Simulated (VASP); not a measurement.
# WSe2 (P6_3/mmc) in VASP: single point with PBE

Aim: the single point of WSe2 with PBE.

Everything below comes from runs of VASP 6.6.1. Logs are shortened: lines on timing, memory, paths and dates and some standing lists are left out, and cuts for length are marked.

### Step 1. The cell of the first run

It takes space group P6_3/mmc (No. 194, hexagonal). Conventional cell: a = 3.320 Å, b = 3.320 Å, c = 13.737 Å, α = 90.00°, β = 90.00°, γ = 120.00°. Within 3.4 Å of W (site symmetry -6m2) lie 6 Se at 2.54 Å and 6 W at 3.32 Å. Se (site symmetry 3m) has 3 W at 2.54 Å and 7 Se at 3.32 Å within 3.4 Å.

### Step 2. Single point, PBE

File POSCAR:

```
WSe2
1.0
    3.3199330000      0.0000000000      0.0000000000
   -1.6599660000      2.8751460000      0.0000000000
    0.0000000000      0.0000000000     13.7371870000
W Se
2 4
Direct
    0.6666670000      0.3333330000      0.7500000000
    0.3333330000      0.6666670000      0.2500000000
    0.3333330000      0.6666670000      0.8710010000
    0.6666670000      0.3333330000      0.3710010000
    0.3333330000      0.6666670000      0.6289990000
    0.6666670000      0.3333330000      0.1289990000
```

File INCAR.step1:

```
SYSTEM = WSe2
PREC = Accurate ; ENCUT = 520
EDIFF = 1E-7 ; ISMEAR = 0
SIGMA = 0.01 ; LREAL = .False.
LASPH = .True. ; NELM = 100
ALGO = Normal ; ISIF = 2
LWAVE = .False. ; LCHARG = .True.
LMAXMIX = 4 ; GGA = PE
NBANDS = 35
```

File KPOINTS.step1:

```
Automatic mesh
0
Gamma
  8 8 2
  0 0 0
```

File INCAR.step2:

```
SYSTEM = WSe2
PREC = Accurate ; ENCUT = 520
EDIFF = 1E-7 ; ISMEAR = -5
SIGMA = 0.01 ; LREAL = .False.
LASPH = .True. ; NELM = 100
ALGO = Normal ; ISIF = 2
LWAVE = .False. ; LCHARG = .False.
LMAXMIX = 4 ; GGA = PE
LORBIT = 11 ; NEDOS = 2001
ICHARG = 11
```

File KPOINTS.step2:

```
Automatic mesh
0
Gamma
  12 12 3
  0 0 0
```

Potentials or basis: VASP PAW PBE potentials, release 64 (W_sv, Se).

Launch:

```sh
$ cat potpaw_PBE.64/W_sv/POTCAR potpaw_PBE.64/Se/POTCAR > POTCAR
$ cp INCAR.step1 INCAR
$ cp KPOINTS.step1 KPOINTS
$ mpirun -np 1 vasp_std > vasp.out
$ cp INCAR.step2 INCAR
$ cp KPOINTS.step2 KPOINTS
$ mpirun -np 1 vasp_std > vasp.out
```

OUTCAR:

```text
SYSTEM = WSe2
   PREC = Accurate
   ENCUT = 520
   EDIFF = 1E-7
   ISMEAR = -5
   LREAL = .False.
   LASPH = .True.
   NELM = 100
   ISIF = 2
   GGA = PE
   LORBIT = 11
   ICHARG = 11

 ion  position               nearest neighbor table
   1  0.667  0.333  0.750-   3 2.54   5 2.54   3 2.54   5 2.54   3 2.54   5 2.54
   2  0.333  0.667  0.250-   4 2.54   6 2.54   4 2.54   6 2.54   4 2.54   6 2.54
   3  0.333  0.667  0.871-   1 2.54   1 2.54   1 2.54
   4  0.667  0.333  0.371-   2 2.54   2 2.54   2 2.54
   5  0.333  0.667  0.629-   1 2.54   1 2.54   1 2.54
   6  0.667  0.333  0.129-   2 2.54   2 2.54   2 2.54

  LATTYP: Found a hexagonal cell.
 ALAT       =     3.3199330000
 C/A-ratio  =     4.1377904313

  Lattice vectors:

 A1 = (   3.3199330000,   0.0000000000,   0.0000000000)
 A2 = (  -1.6599660000,   2.8751460000,   0.0000000000)
 A3 = (   0.0000000000,   0.0000000000,  13.7371870000)

Analysis of symmetry for initial positions (statically):
=====================================================================
 Subroutine PRICEL returns:
 Original cell was already a primitive cell.

 Routine SETGRP: Setting up the symmetry group for a
 hexagonal supercell.

 Subroutine GETGRP returns: Found 24 space group operations
 (whereof 12 operations were pure point group operations)
 out of a pool of 24 trial point group operations.

The static configuration has the point symmetry D_3d.
 The point group associated with its full space group is D_6h.

Analysis of symmetry for dynamics (positions and initial velocities):
=====================================================================
 Subroutine PRICEL returns:
 Original cell was already a primitive cell.

 Routine SETGRP: Setting up the symmetry group for a
 hexagonal supercell.

 Subroutine GETGRP returns: Found 24 space group operations
 (whereof 12 operations were pure point group operations)
 out of a pool of 24 trial point group operations.

The dynamic configuration has the point symmetry D_3d.
 The point group associated with its full space group is D_6h.

 Subroutine INISYM returns: Found 24 space group operations
 (whereof 12 operations are pure point group operations),
 and found     1 'primitive' translations

----------------------------------------------------------------------------------------

                                     Primitive cell

  volume of cell :     131.1255

  direct lattice vectors                    reciprocal lattice vectors
     3.319933000  0.000000000  0.000000000     0.301210898  0.173904160  0.000000000
    -1.659966000  2.875146000  0.000000000     0.000000000  0.347808424  0.000000000
     0.000000000  0.000000000 13.737187000     0.000000000  0.000000000  0.072795107

  length of vectors
     3.319933000  3.319932476 13.737187000     0.347808369  0.347808424  0.072795107

  position of ions in fractional coordinates (direct lattice)
     0.666667000  0.333333000  0.750000000
     0.333333000  0.666667000  0.250000000
     0.333333000  0.666667000  0.871001000
     0.666667000  0.333333000  0.371001000
     0.333333000  0.666667000  0.628999000
     0.666667000  0.333333000  0.128999000

  ion indices of the primitive-cell ions
   primitive index   ion index
                 1           1
                 2           2
                 3           3
                 4           4
                 5           5
                 6           6

----------------------------------------------------------------------------------------

 KPOINTS: Automatic mesh

Automatic generation of k-mesh.
 Grid dimensions read from file:
 generate k-points for:   12   12    3

 Generating k-lattice:

  Cartesian coordinates                     Fractional coordinates (reciprocal lattice)
     0.025100908  0.014492013  0.000000000     0.083333333  0.000000000  0.000000000
     0.000000000  0.028984035  0.000000000     0.000000000  0.083333333  0.000000000
     0.000000000  0.000000000  0.024265036     0.000000000  0.000000000  0.333333333

  Length of vectors
     0.028984031  0.028984035  0.024265036

  Shift w.r.t. Gamma in fractional coordinates (k-lattice)
     0.000000000  0.000000000  0.000000000

 TETIRR: Found    369 inequivalent tetrahedra from     2592

 Subroutine IBZKPT returns following result:
 ===========================================

 Found     38 irreducible k-points:

 Following reciprocal coordinates:
            Coordinates               Weight
  0.000000  0.000000  0.000000      1.000000
  0.083333 -0.000000  0.000000      6.000000
  0.166667 -0.000000  0.000000      6.000000
  0.250000 -0.000000  0.000000      6.000000
  0.333333 -0.000000  0.000000      6.000000
  0.416667  0.000000  0.000000      6.000000
[... 16 lines left out ...]
  0.250000 -0.000000  0.333333     12.000000
  0.333333 -0.000000  0.333333     12.000000
 [... further k-points ...]
   k-points           NKPTS =     38   k-points in BZ     NKDIM =     38   number of bands    NBANDS=     31
   number of dos      NEDOS =   2001   number of ions     NIONS =      6
   total plane-waves  NPLWV =  84672
   dimension x,y,z NGX =    28 NGY =   28 NGZ =  108
   dimension x,y,z NGXF=    56 NGYF=   56 NGZF=  216
   ions per type =               2   4
   NGX,Y,Z   is equivalent  to a cutoff of  14.02, 14.02, 13.07 a.u.
   NGXF,Y,Z  is equivalent  to a cutoff of  28.04, 28.04, 26.14 a.u.
 SYSTEM =  WSe2
   PREC   = accura    normal or accurate (medium, high low for compatibility)
   ISTART =      0    job   : 0-new  1-cont  2-samecut
   ICHARG =     11    charge: 1-file 2-atom 10-const
   ISPIN  =      1    spin polarized calculation?
   LNONCOLLINEAR =      F non collinear calculations
   LSORBIT =      F    spin-orbit coupling
   LASPH  =      T    aspherical Exc in radial PAW
   ENCUT  =  520.0 eV  38.22 Ry    6.18 a.u.   6.17  6.17 25.54*2*pi/ulx,y,z
   NELM   =    100;   NELMIN=  2; NELMDL=  0     # of ELM steps
   EDIFF  = 0.1E-06   stopping-criterion for ELM
   LREAL  =      F    real-space projection
   EDIFFG = 0.1E-05   stopping-criterion for IOM
   NSW    =      0    number of steps for IOM
   IBRION =     -1    ionic relax: 0-MD 1-quasi-New 2-CG
   NFREE  =      0    steps in history (QN), initial steepest desc. (CG)
   ISIF   =      2    stress and relaxation
   ISYM   =      2    0-nonsym 1-usesym 2-fastsym
   POTIM  = 0.5000    time-step for ionic-motion
   TEBEG  =    0.0;   TEEND  =   0.0 temperature during run
   PSTRESS=    0.0 pullay stress
   NELECT =      52.0000    total number of electrons
   NUPDOWN=      -1.0000    fix difference up-down
   EMIN   =  10.00;   EMAX   =-10.00  energy-range for DOS
   EFERMI =   0.00;   METHOD = LEGACY
   ISMEAR =    -5;   SIGMA  =   0.01  broadening in eV -4-tet -1-fermi 0-gaus
   EFERMI_NEDOS =   21; number of points for ismear=-14 and -15
   IALGO  =     38    algorithm
   IMIX   =      4    mixing-type and parameters
     AMIX     =   0.40;   BMIX     =  1.00
     AMIX_MAG =   1.60;   BMIX_MAG =  1.00
  volume/ion in A,a.u.               =      21.85       147.48
  Fermi-wavevector in a.u.,A,eV,Ry     =   1.202764  2.272894 19.682735  1.446640
  Thomas-Fermi vector in A             =   2.338536
   LORBIT       =     11    0 simple, 1 ext, 2 COOP (PROOUT), +10 PAW based schemes
   GGA     = PE    functional components
   LHFCALC =     F    Hartree Fock is set to
   AEXX    =    0.0000 exact exchange contribution
   IVDW    =     0    specifies the selected vdW correction
   LEPSILON=     F    determine dielectric tensor
   LRPA    =     F    only Hartree local field effects (RPA)
 non-spin polarized calculation
 Fermi weights with tetrahedron method with Bloechl corrections
  energy-cutoff  :      520.00
  volume of cell :      131.13
 maximum number of plane-waves:      3568
 NGX is ok and might be reduce to    28

 number of electron      51.9999999 magnetization

 Free energy of the ion-electron system (eV)
  ---------------------------------------------------
  ext. energy  EPLUGINS =         0.00000000
  ---------------------------------------------------
  free energy    TOTEN  =       -43.22354457 eV

  energy without entropy =      -43.22354457  energy(sigma->0) =      -43.22354457

 E-fermi :   5.3532     XC(G=0): -10.2509

 val. band max:        5.3471784369   @ k =   0.0000   0.0000   0.0000
 cond. band min:       6.5673941230   @ k =   0.1667   0.1667   0.0000
 fundamental gap:      1.2202156861
 Fermi energy:         5.3531729471

 k-point     1 :       0.0000    0.0000    0.0000
  band No.  band energies     occupation
      1     -68.9069      2.00000
      2     -68.9069      2.00000
      3     -33.1321      2.00000
      4     -33.1321      2.00000
      5     -33.0350      2.00000
      6     -33.0350      2.00000
[... 23 lines left out ...]
     30       8.0734      0.00000
     31       8.2322      0.00000

 k-point     2 :       0.0833   -0.0000    0.0000
  band No.  band energies     occupation
      1     -68.9063      2.00000
      2     -68.9063      2.00000
      3     -33.1294      2.00000
      4     -33.1294      2.00000
      5     -33.0494      2.00000
      6     -33.0494      2.00000
[... 23 lines left out ...]
     30       7.9990      0.00000
     31       8.0834      0.00000

 k-point     3 :       0.1667   -0.0000    0.0000
  band No.  band energies     occupation
      1     -68.9046      2.00000
      2     -68.9046      2.00000
      3     -33.1219      2.00000
      4     -33.1219      2.00000
      5     -33.0883      2.00000
      6     -33.0883      2.00000
[... 703 lines left out ...]
     30       7.5626      0.00000
     31       7.9652      0.00000

 k-point    24 :       0.3333   -0.0000    0.3333
  band No.  band energies     occupation
      1     -68.9001      2.00000
      2     -68.9001      2.00000
      3     -33.1934      2.00000
      4     -33.1934      2.00000
      5     -33.1015      2.00000
      6     -33.1015      2.00000
[... 23 lines left out ...]
     30       7.4610      0.00000
     31       8.3228      0.00000

 [... further k-points ...]

------------------------ aborting loop because EDIFF is reached ----------------------------------------

  FORCE on cell =-STRESS in cart. coord.  units (eV):
  Direction    XX          YY          ZZ          XY          YZ          ZX
  --------------------------------------------------------------------------------------
  -------------------------------------------------------------------------------------
  Total        1.0389404      1.0389401      2.5865883      0.0000002      0.0000000      0.0000000
  in kB       12.6944582     12.6944554     31.6046408      0.0000022      0.0000000      0.0000000
  external PRESSURE =      18.9978515 kB  Pullay stress =       0.0000000 kB

 VOLUME and BASIS-vectors are now :
 -----------------------------------------------------------------------------
  energy-cutoff  :      520.00
  volume of cell :      131.13
      direct lattice vectors                 reciprocal lattice vectors
     3.319933000  0.000000000  0.000000000     0.301210898  0.173904160  0.000000000
    -1.659966000  2.875146000  0.000000000     0.000000000  0.347808424  0.000000000
     0.000000000  0.000000000 13.737187000     0.000000000  0.000000000  0.072795107

 POSITION                                       TOTAL-FORCE (eV/Angst)
 -----------------------------------------------------------------------------------
      1.65997      0.95838     10.30289        -0.000000     -0.000000     -0.000000
     -0.00000      1.91676      3.43430         0.000000      0.000000     -0.000000
     -0.00000      1.91676     11.96510         0.000000      0.000000      0.301286
      1.65997      0.95838      5.09651        -0.000000      0.000000      0.301286
     -0.00000      1.91676      8.64068         0.000000     -0.000000     -0.301286
      1.65997      0.95838      1.77208        -0.000000     -0.000000     -0.301286
 -----------------------------------------------------------------------------------
    total drift:                                0.000542     -0.000313      0.000721

  FREE ENERGIE OF THE ION-ELECTRON SYSTEM (eV)
  ---------------------------------------------------
  free  energy   TOTEN  =       -43.2235445671 eV

  energy  without entropy=      -43.2235445671  energy(sigma->0) =      -43.22354457

 total charge

# of ion       s       p       d       tot
------------------------------------------
    1        2.310   6.274   3.368  11.952
    2        2.310   6.274   3.368  11.952
    3        1.474   2.353   0.069   3.895
    4        1.474   2.353   0.069   3.895
    5        1.474   2.353   0.069   3.895
    6        1.474   2.353   0.069   3.895
--------------------------------------------------
tot         10.516  21.959   7.010  39.486
```

Run time: 5.8 min. Hardware: 1 thread of Intel Xeon Platinum 8375C at 2.90GHz (Ice Lake), shared host; peak memory 0.33 GiB.

Results:

```yaml
Valence_electrons_inside_the_program's_atomic_spheres: W 11.95; Se 3.90
```

Levels at points of the mesh, in eV from the valence-band top:
```tsv
k point	band 24	band 25	band 26	band 27	band 28	band 29
(0.00, 0.00, 0.00)	-1.36	-0.81	0.00	2.70	2.71	2.72
(0.50, 0.00, 0.00)	-1.23	-1.15	-1.14	2.13	2.15	2.43
```

Caveat: spin-orbit coupling is left out, which moves the levels of the heavy elements; this functional lacks dispersion, which binds the layers, so the pressure and a relaxed spacing across them are unreliable.
